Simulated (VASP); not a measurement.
HfB2, 3 atoms in the cell. Symmetry: P6/mmm, No. 191, hexagonal system. Conventional cell: a = 3.140 Å, b = 3.140 Å, c = 3.480 Å, α = 90.00°, β = 90.00°, γ = 120.00°. Hf (site symmetry 6/mmm) has 12 B at 2.51 Å and 6 Hf at 3.14 Å within 3.3 Å. B (site symmetry -6m2) has 3 B at 1.81 Å within 2.4 Å. 

| Property | Result |
| --- | --- |
| Program | VASP 6.6.1 |
| Task | density of states |
| Functional | PBEsol |
| Potentials or basis | VASP PAW PBE potentials, release 64 (Hf_pv, B) |
| Cutoff | 520 eV |
| k mesh | 10 × 10 × 8 |
| Occupations | fermi-dirac, width 0.05 eV |
| Spin | no spin polarisation |
| Hubbard terms | Hf d U = 2.0 eV |
| Dipole correction | no |
| k mesh for the DOS | 15 × 15 × 12 |
| Occupations for the DOS | tetrahedron |
| Further INCAR settings | ALGO = Normal; EDIFF = 1e-06; NBANDS = 15 |

Potentials or basis: VASP PAW PBE potentials, release 64 (Hf_pv, B).

Launch:

```bash
$ cat potpaw_PBE.64/Hf_pv/POTCAR potpaw_PBE.64/B/POTCAR > POTCAR
$ cp INCAR.step1 INCAR
$ cp KPOINTS.step1 KPOINTS
$ mpirun -np 1 vasp_std > vasp.out
$ cp INCAR.step2 INCAR
$ cp KPOINTS.step2 KPOINTS
$ mpirun -np 1 vasp_std > vasp.out
```

Hardware: 1 thread of Intel(R) Xeon(R) Platinum 8259CL CPU @ 2.50GHz (Skylake/Cascade Lake), on a shared host.

Q: How long does it take, and how much memory?

A: Run time: 52 s on 1 thread of Intel(R) Xeon(R) Platinum 8259CL CPU @ 2.50GHz (Skylake/Cascade Lake), with other jobs on the host, peak memory 0.2 GiB. Counts: k points 189.
